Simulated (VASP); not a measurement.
Input of a VASP 6.6.1 run:

The input INCAR:

```
PREC = Accurate
ENCUT = 520
EDIFF = 1E-7
ISMEAR = -1
SIGMA = 0.05
LREAL = False
LASPH = True
NELM = 80
ALGO = Normal
ISIF = 2
LWAVE = False
LCHARG = False
GGA = RP
IVDW = 13
NBANDS = 16
```

The input KPOINTS:

```
Automatic mesh
0
Gamma
  10 10 5
```

Contents of POSCAR:

```
SiC
1.0
    3.0603246238      0.0000000000      0.0000000000
   -1.5301623119      2.6503188680      0.0000000000
    0.0000000000      0.0000000000      5.0239636940
Si C
2 2
Direct
    0.6666666667      0.3333333333      0.5046777311
    0.3333333333      0.6666666667      0.0046777311
    0.6666666667      0.3333333333      0.8803222689
    0.3333333333      0.6666666667      0.3803222689
```

Potentials or basis: VASP PAW PBE potentials, release 64 (Si, C).

Launch:

```console
$ cat potpaw_PBE.64/Si/POTCAR potpaw_PBE.64/C/POTCAR > POTCAR
$ mpirun -np 1 vasp_std > vasp.out
```

(1) Predict the dispersion energy per atom.

(2) What does it give for the band gap on the k mesh?

(3) Predict the pressure.

## Answers

(1) -0.724 eV.

(2) 2.44 eV, indirect (least direct gap 4.03 eV).

(3) -0.6 GPa.

Caveat: the PAW data sets were made with another functional, which shifts forces and pressure a little.
